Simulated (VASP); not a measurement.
Runs of VASP 6.6.1 on GaN. The structure is that of space group F-43m (No. 216), or close to it. The cells are those of the table. 

```tsv
cell	k mesh	smearing	gap on the mesh (eV)	pressure (GPa)
a = 3.140 Å, angles 60.0, 60.0, 90.0°, 2 atoms	10 × 10 × 10	gaussian 0.01 eV	(b)	3.0
a = 3.131 Å, angles 60.0, 60.0, 90.0°, 2 atoms	10 × 10 × 10	gaussian 0.01 eV	2.10	5.0
a = 3.117 Å, angles 60.0, 60.0, 90.0°, 2 atoms	10 × 10 × 10	gaussian 0.01 eV	2.18	8.1
a = 3.150 Å, angles 60.0, 60.0, 90.0°, 2 atoms	14 × 14 × 14	fermi-dirac 0.05 eV	(a)	(c)
```

Alike in all rows: task single point; level LDA; potentials or basis VASP PAW LDA potentials, release 64 (Ga_d, N_h); no spin polarisation; cutoff (eV) 1330.

Problem. Estimate the missing entries.

Solution. (a) 1.97; (b) 2.04; (c) 1.1.

Caveats: the cell stands under pressure (at least some runs).

A k mesh can miss the band edges, and the runs leave out spin-orbit coupling on Ga.
